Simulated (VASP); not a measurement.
Here is a VASP 6.6.1 calculation.

File INCAR:

```
ALGO = Normal
EDIFF = 1E-6
ENCUT = 520
GGA = PE
ISIF = 2
ISMEAR = 0
LASPH = T
LCHARG = F
LREAL = F
LWAVE = F
NBANDS = 14
NELM = 100
PREC = Accurate
SIGMA = 0.1
```

File KPOINTS:

```
k-points
0
Gamma
  14 14 14
```

Contents of POSCAR:

```
Mg3Te
1.0
   -2.0478167856      2.0478167856      5.5318742585
    2.0478167856     -2.0478167856      5.5318742585
    2.0478167856      2.0478167856     -5.5318742585
Mg Te
3 1
Direct
    0.5000000000      0.5000000000      0.0000000000
    0.7500000000      0.2500000000      0.5000000000
    0.2500000000      0.7500000000      0.5000000000
    0.0000000000      0.0000000000      0.0000000000
```

Potentials or basis: VASP PAW PBE potentials, release 64 (Mg, Te).

Command:

```console
$ cat potpaw_PBE.64/Mg/POTCAR potpaw_PBE.64/Te/POTCAR > POTCAR
$ mpirun -np 1 vasp_std > vasp.out
```

What does it give for the pressure?

2.8 GPa.

Predict the band gap on the k mesh.

zero (band 6 reaches 5.54 eV, above the bottom of band 7 at 3.80 eV).

Stress tensor (GPa, compression positive):
```
3.58 0.00 0.00
0.00 3.58 0.00
0.00 0.00 1.24
```

Caveat: the cell differs from its parent crystal (strained); spin-orbit coupling is left out, which moves the levels of the heavy elements.
